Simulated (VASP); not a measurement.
Input of a VASP 6.6.1 run:

File INCAR:

```
ALGO = Normal ; EDIFF = 1E-6
ENCUT = 520 ; ISIF = 2
ISMEAR = -1 ; LASPH = True
LCHARG = False ; LREAL = False
LWAVE = False ; NBANDS = 13
NELM = 60 ; PREC = Accurate
SIGMA = 0.08
```

File KPOINTS:

```
k-points
0
Gamma
  12 12 12
```

Contents of POSCAR:

```
ReSb
1.0
    0.0000000000      2.2395106884      2.2395106884
    2.2395106884      0.0000000000      2.2395106884
    2.2395106884      2.2395106884      0.0000000000
Re Sb
1 1
Direct
    0.0000000000      0.0000000000      0.0000000000
    0.5000000000      0.5000000000      0.5000000000
```

Potentials or basis: VASP PAW LDA potentials, release 64 (Re, Sb).

The run is started by

```bash
$ cat potpaw_LDA.64/Re/POTCAR potpaw_LDA.64/Sb/POTCAR > POTCAR
$ mpirun -np 1 vasp_std > vasp.out
```

(1) Estimate the pressure.

(2) Predict the band gap on the k mesh.

Results:

(1) 315.2 GPa.

(2) zero (bands 6 and 7 overlap by 0.08 eV).

Caveat: the cell stands under pressure; spin-orbit coupling is left out, which moves the levels of the heavy elements.
